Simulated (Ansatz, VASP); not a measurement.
ZnS in VASP and in Ansatz

The input POSCAR:

```
ZnS
1.0
   -2.7046500000     -2.7046500000      0.0000000000
    2.7046500000     -2.7046500000      0.0000000000
    0.0000000000      0.0000000000     15.3186000000
Zn S
4 4
Direct
    0.0000000000      0.0000000000      0.6620995065
    0.5000000000      0.5000000000      0.1324199013
    0.0000000000      0.0000000000      0.3089797697
    0.5000000000      0.5000000000      0.4855396381
    0.5000000000      0.0000000000      0.2206998355
    0.0000000000      0.5000000000      0.3972597039
    0.5000000000      0.0000000000      0.5738195723
    0.0000000000      0.5000000000      0.0441399671
```

The input INCAR.step1:

```
SYSTEM = ZnS
PREC = Accurate
ENCUT = 520
ISMEAR = 0
SIGMA = 0.05
LREAL = .FALSE.
LASPH = .TRUE.
NELM = 60
NBANDS = 46
GGA = PE
ALGO = Normal
EDIFF = 1E-4
LWAVE = .TRUE.
LCHARG = .FALSE.
```

Contents of INCAR.step2:

```
SYSTEM = ZnS
PREC = Accurate
ENCUT = 520
EDIFF = 1E-7
ISMEAR = 0
SIGMA = 0.05
LREAL = .FALSE.
LASPH = .TRUE.
NELM = 60
ALGO = Normal
ISIF = 2
LWAVE = .FALSE.
LCHARG = .TRUE.
METAGGA = R2SCAN
LMIXTAU = .TRUE.
LELF = .TRUE.
LVHAR = .TRUE.
NBANDS = 46
ISTART = 1
```

KPOINTS

```
Automatic mesh
0
G
  6 6 2
  0 0 0
```

Input for Ansatz:

```yaml
crystal:
  lattice:
    - [-2.70465, -2.70465, 0.0]
    - [2.70465, -2.70465, 0.0]
    - [0.0, 0.0, 15.3186]
  atoms:
    - { symbol: Zn, position: [0.0, 0.0, 0.6620995065] }
    - { symbol: Zn, position: [0.5, 0.5, 0.1324199013] }
    - { symbol: Zn, position: [0.0, 0.0, 0.3089797697] }
    - { symbol: Zn, position: [0.5, 0.5, 0.4855396381] }
    - { symbol: S, position: [0.5, 0.0, 0.2206998355] }
    - { symbol: S, position: [0.0, 0.5, 0.3972597039] }
    - { symbol: S, position: [0.5, 0.0, 0.5738195723] }
    - { symbol: S, position: [0.0, 0.5, 0.0441399671] }
basis:
  ecutwfc: 500
kpoints:
  mp_grid: { grid: [6, 6, 2] }
hamiltonian:
  xc: r2scan
scf:
  occupations: { method: gaussian, width: 0.05 }
output:
  forces: true
  stress: true
  eigenvalues: true
```

Alike in both runs: task single point; functional r2SCAN; k mesh 6 × 6 × 2; occupations gaussian, width 0.05 eV; no spin polarisation.

```csv
,VASP,Ansatz
version,VASP 6.6.1,Ansatz 0.2.0
potentials or method,"VASP PAW PBE potentials, release 64 (Zn, S), cutoff 520 eV","scalar-relativistic, plane waves, PAW"
valence electrons in the cell,72,72
```

```tsv
	VASP	Ansatz	Ansatz less VASP
gap on the k mesh at the Fermi level (eV)	none	none	-
pressure (GPa)	-1.2	-1.3	-0.05
traceless stress, the component that is largest in VASP (GPa)	0.44	0.46	+0.016
rms of the force components (eV/Å)	0.328	0.328	+0.0003
```

VASP's potentials were made for PBE, not for r2SCAN. Atom by atom the forces differ by 0.005 eV/Å (rms over components). A gap of «none» marks a metal or a gap that the smearing closes.
